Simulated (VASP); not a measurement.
**GaP: single point with PBE**

Crystal: GaP.

```
Ga P
1.0
     0.00000    2.72540    2.72540
     2.72540    0.00000    2.72540
     2.72540    2.72540    0.00000
Ga P
1 1
Direct
  0.00000 0.00000 0.00000
  0.25000 0.25000 0.25000
```

| Property | Result |
| --- | --- |
| Program | VASP 6.6.1 |
| Task | single point |
| Functional | PBE |
| Potentials or basis | VASP PAW PBE potentials, release 64 (Ga_d, P) |
| Cutoff | 520 eV |
| k mesh | 4 × 4 × 4 |
| Occupations | gaussian, width 0.01 eV |
| Spin | no spin polarisation |
| Dipole correction | no |
| Further INCAR settings | ALGO = Normal; EDIFF = 1e-06; NBANDS = 16 |

* Pressure: 2.8 GPa
* Band gap on the k mesh: 1.63 eV (least direct gap 1.82 eV)

Levels at points of the mesh, in eV from the valence-band top:
| k point | band 6 | band 7 | band 8 | band 9 | band 10 | band 11 | band 12 | band 13 |
| --- | --- | --- | --- | --- | --- | --- | --- | --- |
| (0.00, 0.00, 0.00) | -12.50 | 0.00 | 0.00 | 0.00 | 1.82 | 3.86 | 3.86 | 3.86 |
| (0.50, 0.00, 0.00) | -10.43 | -6.65 | -1.12 | -1.12 | 1.65 | 4.69 | 4.69 | 8.27 |
| (0.50, 0.50, 0.00) | -9.52 | -6.78 | -2.69 | -2.69 | 1.63 | 1.80 | 10.58 | 10.58 |

Run time: 8 s on 1 thread of Intel Xeon 8259CL, with other jobs on the host, peak memory 0.16 GiB.

Caveat: the k points lie up to 0.50 Å⁻¹ apart. A k mesh can miss the band edges.
